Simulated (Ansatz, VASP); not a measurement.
**Pt: VASP beside Ansatz**

```
Pt
1.0
     2.80729    0.00000    0.00000
    -1.40365    2.43119    0.00000
     0.00000    0.00000   24.16858
Pt
5
Direct
  0.66667 0.33333 0.31062
  0.33333 0.66667 0.40624
  0.00000 0.00000 0.50000
  0.66667 0.33333 0.59376
  0.33333 0.66667 0.68938
```

Alike in both runs: functional PBE; k mesh 12 × 12 × 1; occupations gaussian, width 0.1 eV; no spin polarisation.

Ansatz relaxed the structure, and its values are those at the end. VASP's run is a single point on that final structure, the one shown.

|  | VASP | Ansatz |
| --- | --- | --- |
| version | VASP 6.6.1 | Ansatz 0.2.0 |
| potentials or method | VASP PAW PBE potentials, release 64 (Pt), cutoff 520 eV | scalar-relativistic, plane waves, PAW |
| valence electrons in the cell | 50 | 90 |

|  | VASP | Ansatz | Ansatz less VASP |
| --- | --- | --- | --- |
| gap on the k mesh at the Fermi level (eV) | none | none | - |
| rms of the force components (eV/Å) | 0.007 | 0.003 | -0.0043 |

A gap of «none» marks a metal or a gap that the smearing closes. VASP's potentials hold 50 valence electrons a cell and Ansatz's 90, so a difference there can come from the potentials and not from the codes. Ansatz's warnings: xc potential rough in thin density.

Spin-orbit coupling is off throughout.
